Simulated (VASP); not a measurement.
# Na3Cl2 (Cmmm) in VASP: further runs

Aim: see how the results for Na3Cl2 move with the level of theory and the settings. Levels: LDA, PBE. Tasks: single point.

All numbers are computed with VASP 6.6.1; they aren't measurements. Logs are shortened: lines on timing, memory, paths and dates and some standing lists are left out, and cuts for length are marked.

## (1) The cell of the first run

Symmetry: Cmmm, No. 65, orthorhombic system. Conventional cell: a = 3.520 Å, b = 20.341 Å, c = 3.528 Å, α = 90.00°, β = 90.00°, γ = 90.00°. Within 4.0 Å of Cl (site symmetry m2m) lie 8 Na at 3.00 to 3.05 Å and 5 Cl at 3.52 to 3.53 Å. Na (site symmetry m2m) has 4 Cl at 3.00 Å and 7 Na at 3.44 to 3.74 Å within 4.0 Å. Na (site symmetry mmm) has 8 Cl at 3.05 Å and 6 Na at 3.44 to 3.53 Å within 4.0 Å.

## (2) Single point, LDA

Input file INCAR:

```
SYSTEM = Na3Cl2
ALGO = Normal
EDIFF = 1E-7
ENCUT = 520
ISIF = 2
ISMEAR = -1
LASPH = .True.
LCHARG = .False.
LREAL = .False.
LWAVE = .False.
NBANDS = 26
NELM = 100
PREC = Accurate
SIGMA = 0.05
```

Input file KPOINTS:

```
k-points
0
Gamma
  8 8 8
  0 0 0
```

Input file POSCAR:

```
Na3Cl2
1.0
    1.7599510000    -10.1702560000      0.0000000000
    1.7599510000     10.1702560000      0.0000000000
    0.0000000000      0.0000000000      3.5276360000
Cl Na
2 3
Direct
    0.0865980000      0.9134020000      0.5000000000
    0.9134020000      0.0865980000      0.5000000000
    0.6689890000      0.3310110000      0.0000000000
    0.3310110000      0.6689890000      0.0000000000
    0.5000000000      0.5000000000      0.0000000000
```

Potentials or basis: VASP PAW LDA potentials, release 64 (Cl, Na_pv).

Started as:

```bash
$ cat potpaw_LDA.64/Cl/POTCAR potpaw_LDA.64/Na_pv/POTCAR > POTCAR
$ mpirun -np 1 vasp_std > vasp.out
```

OUTCAR:

```text
SYSTEM = Na3Cl2
   EDIFF = 1E-7
   ENCUT = 520
   ISIF = 2
   ISMEAR = -1
   LASPH = .True.
   LREAL = .False.
   NELM = 100
   PREC = Accurate

 ion  position               nearest neighbor table
   1  0.087  0.913  0.500-
   2  0.913  0.087  0.500-
   3  0.669  0.331  0.000-
   4  0.331  0.669  0.000-
   5  0.500  0.500  0.000-

  LATTYP: Found a base centered orthorhombic cell.
 ALAT       =     3.5199020000
 B/A-ratio  =     5.7787154301
 C/A-ratio  =     1.0021972203

  Lattice vectors:

 A1 = (   1.7599510000, -10.1702560000,   0.0000000000)
 A2 = (   1.7599510000,  10.1702560000,   0.0000000000)
 A3 = (   0.0000000000,   0.0000000000,   3.5276360000)

Analysis of symmetry for initial positions (statically):
=====================================================================
 Subroutine PRICEL returns:
 Original cell was already a primitive cell.

 Routine SETGRP: Setting up the symmetry group for a
 base centered orthorhombic supercell.

 Subroutine GETGRP returns: Found  8 space group operations
 (whereof  8 operations were pure point group operations)
 out of a pool of  8 trial point group operations.

The static configuration has the point symmetry D_2h.

Analysis of symmetry for dynamics (positions and initial velocities):
=====================================================================
 Subroutine PRICEL returns:
 Original cell was already a primitive cell.

 Routine SETGRP: Setting up the symmetry group for a
 base centered orthorhombic supercell.

 Subroutine GETGRP returns: Found  8 space group operations
 (whereof  8 operations were pure point group operations)
 out of a pool of  8 trial point group operations.

The dynamic configuration has the point symmetry D_2h.

 Subroutine INISYM returns: Found  8 space group operations
 (whereof  8 operations are pure point group operations),
 and found     1 'primitive' translations

----------------------------------------------------------------------------------------

                                     Primitive cell

  volume of cell :     126.2834

  direct lattice vectors                    reciprocal lattice vectors
     1.759951000-10.170256000  0.000000000     0.284098819 -0.049162971  0.000000000
     1.759951000 10.170256000  0.000000000     0.284098819  0.049162971  0.000000000
     0.000000000  0.000000000  3.527636000     0.000000000  0.000000000  0.283475960

  length of vectors
    10.321411465 10.321411465  3.527636000     0.288321238  0.288321238  0.283475960

  position of ions in fractional coordinates (direct lattice)
     0.086598000  0.913402000  0.500000000
     0.913402000  0.086598000  0.500000000
     0.668989000  0.331011000  0.000000000
     0.331011000  0.668989000  0.000000000
     0.500000000  0.500000000  0.000000000

  ion indices of the primitive-cell ions
   primitive index   ion index
                 1           1
                 2           2
                 3           3
                 4           4
                 5           5

----------------------------------------------------------------------------------------

 KPOINTS: k-points

Automatic generation of k-mesh.
 Grid dimensions read from file:
 generate k-points for:    8    8    8

 Generating k-lattice:

  Cartesian coordinates                     Fractional coordinates (reciprocal lattice)
     0.035512352 -0.006145371  0.000000000     0.125000000  0.000000000  0.000000000
     0.035512352  0.006145371  0.000000000     0.000000000  0.125000000  0.000000000
     0.000000000  0.000000000  0.035434495     0.000000000  0.000000000  0.125000000

  Length of vectors
     0.036040155  0.036040155  0.035434495

  Shift w.r.t. Gamma in fractional coordinates (k-lattice)
     0.000000000  0.000000000  0.000000000

 Subroutine IBZKPT returns following result:
 ===========================================

 Found    105 irreducible k-points:

 Following reciprocal coordinates:
            Coordinates               Weight
  0.000000  0.000000  0.000000      1.000000
  0.125000  0.000000  0.000000      4.000000
  0.250000  0.000000  0.000000      4.000000
  0.375000 -0.000000  0.000000      4.000000
  0.500000  0.000000  0.000000      2.000000
  0.125000  0.125000  0.000000      2.000000
[... 16 lines left out ...]
  0.125000  0.000000  0.125000      8.000000
  0.250000  0.000000  0.125000      8.000000
 [... further k-points ...]
   k-points           NKPTS =    105   k-points in BZ     NKDIM =    105   number of bands    NBANDS=     26
   number of dos      NEDOS =    301   number of ions     NIONS =      5
   total plane-waves  NPLWV = 179200
   dimension x,y,z NGX =    80 NGY =   80 NGZ =   28
   dimension x,y,z NGXF=   160 NGYF=  160 NGZF=   56
   ions per type =               2   3
   NGX,Y,Z   is equivalent  to a cutoff of  12.89, 12.89, 13.20 a.u.
   NGXF,Y,Z  is equivalent  to a cutoff of  25.77, 25.77, 26.39 a.u.
 SYSTEM =  Na3Cl2
   PREC   = accura    normal or accurate (medium, high low for compatibility)
   ISTART =      0    job   : 0-new  1-cont  2-samecut
   ICHARG =      2    charge: 1-file 2-atom 10-const
   ISPIN  =      1    spin polarized calculation?
   LNONCOLLINEAR =      F non collinear calculations
   LSORBIT =      F    spin-orbit coupling
   LASPH  =      T    aspherical Exc in radial PAW
   ENCUT  =  520.0 eV  38.22 Ry    6.18 a.u.  19.19 19.19  6.56*2*pi/ulx,y,z
   NELM   =    100;   NELMIN=  2; NELMDL= -5     # of ELM steps
   EDIFF  = 0.1E-06   stopping-criterion for ELM
   LREAL  =      F    real-space projection
   EDIFFG = 0.1E-05   stopping-criterion for IOM
   NSW    =      0    number of steps for IOM
   IBRION =     -1    ionic relax: 0-MD 1-quasi-New 2-CG
   NFREE  =      0    steps in history (QN), initial steepest desc. (CG)
   ISIF   =      2    stress and relaxation
   ISYM   =      2    0-nonsym 1-usesym 2-fastsym
   POTIM  = 0.5000    time-step for ionic-motion
   TEBEG  =    0.0;   TEEND  =   0.0 temperature during run
   PSTRESS=    0.0 pullay stress
   NELECT =      35.0000    total number of electrons
   NUPDOWN=      -1.0000    fix difference up-down
   EMIN   =  10.00;   EMAX   =-10.00  energy-range for DOS
   EFERMI =   0.00;   METHOD = LEGACY
   ISMEAR =    -1;   SIGMA  =   0.05  broadening in eV -4-tet -1-fermi 0-gaus
   EFERMI_NEDOS =   21; number of points for ismear=-14 and -15
   IALGO  =     38    algorithm
   IMIX   =      4    mixing-type and parameters
     AMIX     =   0.40;   BMIX     =  1.00
     AMIX_MAG =   1.60;   BMIX_MAG =  1.00
  volume/ion in A,a.u.               =      25.26       170.44
  Fermi-wavevector in a.u.,A,eV,Ry     =   1.067371  2.017039 15.500860  1.139281
  Thomas-Fermi vector in A             =   2.202985
   LORBIT       =      0    0 simple, 1 ext, 2 COOP (PROOUT), +10 PAW based schemes
   GGA     = CA    functional components
   LHFCALC =     F    Hartree Fock is set to
   AEXX    =    0.0000 exact exchange contribution
   IVDW    =     0    specifies the selected vdW correction
   LEPSILON=     F    determine dielectric tensor
   LRPA    =     F    only Hartree local field effects (RPA)
 non-spin polarized calculation
  energy-cutoff  :      520.00
  volume of cell :      126.28
 maximum number of plane-waves:      3434
 NGX is ok and might be reduce to    80
   NGX = 39   NGY = 39   NGZ = 13

 number of electron      34.9999990 magnetization

 Free energy of the ion-electron system (eV)
  ---------------------------------------------------
  ext. energy  EPLUGINS =         0.00000000
  ---------------------------------------------------
  free energy    TOTEN  =       -15.35416815 eV

  energy without entropy =      -15.34525909  energy(sigma->0) =      -15.34971362

 E-fermi :   2.5627     XC(G=0):  -8.1684

 val. band max:        2.5476363792   @ k =  -0.2500   0.1250   0.3750
 cond. band min:       2.5703188760   @ k =   0.3750  -0.0000   0.1250
 fundamental gap:      0.0226824968
 Fermi energy:         2.5626898949

 k-point     1 :       0.0000    0.0000    0.0000
  band No.  band energies     occupation
      1     -23.1044      2.00000
      2     -23.0773      2.00000
      3     -23.0770      2.00000
      4     -22.7572      2.00000
      5     -22.7421      2.00000
      6     -22.7415      2.00000
[... 18 lines left out ...]
     25       9.3590      0.00000
     26      10.7081      0.00000

 k-point     2 :       0.1250    0.0000    0.0000
  band No.  band energies     occupation
      1     -23.1035      2.00000
      2     -23.0829      2.00000
      3     -23.0765      2.00000
      4     -22.7559      2.00000
      5     -22.7479      2.00000
      6     -22.7443      2.00000
[... 18 lines left out ...]
     25       8.9333      0.00000
     26       9.8114      0.00000

 k-point     3 :       0.2500    0.0000    0.0000
  band No.  band energies     occupation
      1     -23.1012      2.00000
      2     -23.0964      2.00000
      3     -23.0752      2.00000
      4     -22.7607      2.00000
      5     -22.7585      2.00000
      6     -22.7518      2.00000
[... 18 lines left out ...]
     25       8.7522      0.00000
     26       9.8108      0.00000

 k-point     4 :       0.3750   -0.0000    0.0000
  band No.  band energies     occupation
      1     -23.1098      2.00000
      2     -23.0990      2.00000
      3     -23.0740      2.00000
      4     -22.7733      2.00000
      5     -22.7720      2.00000
      6     -22.7477      2.00000
[... 18 lines left out ...]
     25       9.1216      0.00000
     26       9.7454      0.00000
[... 496 lines left out ...]
      1     -23.1035      2.00000
      2     -23.0825      2.00000
      3     -23.0768      2.00000
      4     -22.7565      2.00000
      5     -22.7453      2.00000
      6     -22.7442      2.00000
[... 18 lines left out ...]
     25       8.9886      0.00000
     26       9.2794      0.00000

 k-point    23 :       0.1250    0.0000    0.1250
  band No.  band energies     occupation
      1     -23.1026      2.00000
      2     -23.0826      2.00000
      3     -23.0816      2.00000
      4     -22.7552      2.00000
      5     -22.7474      2.00000
      6     -22.7449      2.00000
[... 18 lines left out ...]
     25       8.6934      0.00000
     26       9.1072      0.00000

 k-point    24 :       0.2500    0.0000    0.1250
  band No.  band energies     occupation
      1     -23.1005      2.00000
      2     -23.0957      2.00000
      3     -23.0804      2.00000
      4     -22.7600      2.00000
      5     -22.7579      2.00000
      6     -22.7511      2.00000
[... 18 lines left out ...]
     25       8.4804      0.00000
     26       9.3375      0.00000

 [... further k-points ...]

------------------------ aborting loop because EDIFF is reached ----------------------------------------

  FORCE on cell =-STRESS in cart. coord.  units (eV):
  Direction    XX          YY          ZZ          XY          YZ          ZX
  --------------------------------------------------------------------------------------
  -------------------------------------------------------------------------------------
  Total       -1.7846312     -1.6147540     -1.9341688      0.0000000      0.0000000      0.0000000
  in kB      -22.6418986    -20.4866403    -24.5391053      0.0000000      0.0000000      0.0000000
  external PRESSURE =     -22.5558814 kB  Pullay stress =       0.0000000 kB

 VOLUME and BASIS-vectors are now :
 -----------------------------------------------------------------------------
  energy-cutoff  :      520.00
  volume of cell :      126.28
      direct lattice vectors                 reciprocal lattice vectors
     1.759951000-10.170256000  0.000000000     0.284098819 -0.049162971  0.000000000
     1.759951000 10.170256000  0.000000000     0.284098819  0.049162971  0.000000000
     0.000000000  0.000000000  3.527636000     0.000000000  0.000000000  0.283475960

 POSITION                                       TOTAL-FORCE (eV/Angst)
 -----------------------------------------------------------------------------------
      1.75995      8.40881      1.76382         0.000000      0.046740      0.000000
      1.75995     -8.40881      1.76382         0.000000     -0.046740     -0.000000
      1.75995     -3.43732      0.00000         0.000000      0.130736     -0.000000
      1.75995      3.43732      0.00000         0.000000     -0.130736     -0.000000
      1.75995      0.00000      0.00000         0.000000      0.000000     -0.000000
 -----------------------------------------------------------------------------------
    total drift:                               -0.000000     -0.000000     -0.000000

  FREE ENERGIE OF THE ION-ELECTRON SYSTEM (eV)
  ---------------------------------------------------
  free  energy   TOTEN  =       -15.3541681514 eV

  energy  without entropy=      -15.3452590876  energy(sigma->0) =      -15.34971362
```

It took 22 min on 1 thread of Intel Xeon 8259CL, shared host; peak memory 0.43 GiB.

Results:

- Free energy: -15.3542 eV
- Pressure: -2.3 GPa
- Largest force: 0.131 eV/Å
- Band gap on the k mesh: zero (an odd number of electrons rules out a gap without spin polarisation)

Forces on the atoms (eV/Å):
```
Cl   0.000  0.047  0.000
Cl   0.000 -0.047  0.000
Na   0.000  0.131  0.000
Na   0.000 -0.131  0.000
Na   0.000  0.000  0.000
```

## (3) Single point, PBE

Input file INCAR:

```
SYSTEM = Na3Cl2
  PREC = Accurate
  ENCUT = 520
  EDIFF = 1E-6
  ISMEAR = -1
  SIGMA = 0.05
  LREAL = .FALSE.
  LASPH = .TRUE.
  NELM = 100
  ALGO = Normal
  ISIF = 2
  LWAVE = .FALSE.
  LCHARG = .FALSE.
  GGA = PE
  NBANDS = 26
```

Input file KPOINTS:

```
regular mesh
0
G
  8 8 8
  0 0 0
```

POSCAR is that of step 2.

Potentials or basis: VASP PAW PBE potentials, release 64 (Cl, Na_pv).

Started as:

```bash
$ cat potpaw_PBE.64/Cl/POTCAR potpaw_PBE.64/Na_pv/POTCAR > POTCAR
$ mpirun -np 1 vasp_std > vasp.out
```

Run time: 24 min. Hardware: 1 thread of Intel Xeon 8259CL, shared host; peak memory 0.52 GiB.

It converged, with:

* Free energy: -14.0267 eV
* Pressure: 0.0 GPa
* Largest force: 0.009 eV/Å
* Band gap on the k mesh: zero (an odd number of electrons rules out a gap without spin polarisation)

Forces on the atoms (eV/Å):
```
Cl   0.000  0.009  0.000
Cl   0.000 -0.009  0.000
Na   0.000  0.007  0.000
Na   0.000 -0.007  0.000
Na   0.000  0.000  0.000
```

Stress tensor (GPa, compression positive):
```
 0.11  0.00  0.00
 0.00  0.12  0.00
 0.00  0.00 -0.14
```

Levels at points of the mesh, in eV from the Fermi level:
| k point | band 16 | band 17 | band 18 | band 19 | band 20 | band 21 |
| --- | --- | --- | --- | --- | --- | --- |
| (0.00, 0.00, 0.00) | -4.00 | -3.99 | -1.84 | 1.44 | 1.59 | 4.01 |
| (0.50, 0.00, 0.00) | -3.89 | -3.76 | 0.96 | 0.97 | 2.74 | 3.47 |
| (0.50, 0.50, 0.00) | -4.00 | -3.99 | -1.54 | 0.44 | 2.85 | 3.30 |
| (0.00, 0.00, 0.50) | -3.87 | -3.75 | 0.65 | 1.11 | 3.14 | 3.69 |
| (0.50, 0.00, 0.50) | -5.09 | -4.21 | 2.14 | 2.81 | 3.41 | 3.42 |
| (0.50, 0.50, 0.50) | -3.87 | -3.75 | 0.80 | 1.31 | 2.35 | 3.32 |

The gap in the log of VASP goes by the Fermi energy; the results here count the filled bands.